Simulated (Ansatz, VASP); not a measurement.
# Two plane-wave programs on VGe

Contents of INCAR:

```
SYSTEM = VGe
ALGO = Normal ; EDIFF = 1E-6
ENCUT = 520 ; GGA = PE
ISIF = 2 ; ISMEAR = -1
LASPH = .TRUE. ; LCHARG = .FALSE.
LREAL = .FALSE. ; LWAVE = .FALSE.
NBANDS = 20 ; NELM = 60
PREC = Accurate ; SIGMA = 0.05
```

File KPOINTS:

```
k-points
0
G
  13 13 13
  0 0 0
```

Contents of POSCAR:

```
VGe
1.0
    0.0000000000      2.7099179022      2.7099179022
    2.7099179022      0.0000000000      2.7099179022
    2.7099179022      2.7099179022      0.0000000000
V Ge
1 1
Direct
    0.0000000000      0.0000000000      0.0000000000
    0.2500000000      0.2500000000      0.2500000000
```

Input for Ansatz:

```yaml
crystal:
  lattice:
    - [0.0, 2.7099179022, 2.7099179022]
    - [2.7099179022, 0.0, 2.7099179022]
    - [2.7099179022, 2.7099179022, 0.0]
  atoms:
    - { symbol: V, position: [0.0, 0.0, 0.0] }
    - { symbol: Ge, position: [0.25, 0.25, 0.25] }
kpoints:
  mp_grid: { grid: [13, 13, 13] }
scf:
  occupations: { method: fermi_dirac, width: 0.05 }
hamiltonian:
  xc: pbe
  pseudopotentials: { kind: paw, level: accurate }
output:
  forces: true
  stress: true
  eigenvalues: true
  write_density: true
  write_potential: true
  elf: true
  volumetric_format: npy
```

Alike in both runs: task single point; functional PBE; k mesh 13 × 13 × 13; occupations fermi-dirac, width 0.05 eV; no spin polarisation.

|  | VASP | Ansatz |
| --- | --- | --- |
| version | VASP 6.6.1 | Ansatz 0.2.0 |
| potentials or method | VASP PAW PBE potentials, release 64 (V_sv, Ge_d) | PAW with other files of Ansatz's library (level accurate), scalar-relativistic |
| plane-wave cutoff (eV) | 520 | 930 |
| valence electrons in the cell | 27 | 27 |

|  | VASP | Ansatz | Ansatz less VASP |
| --- | --- | --- | --- |
| pressure (GPa) | 9.9 | 9.7 | -0.11 |

With one functional, cell and mesh, what is left measures potentials, basis and numerics. Ansatz's warnings: written density without core change.
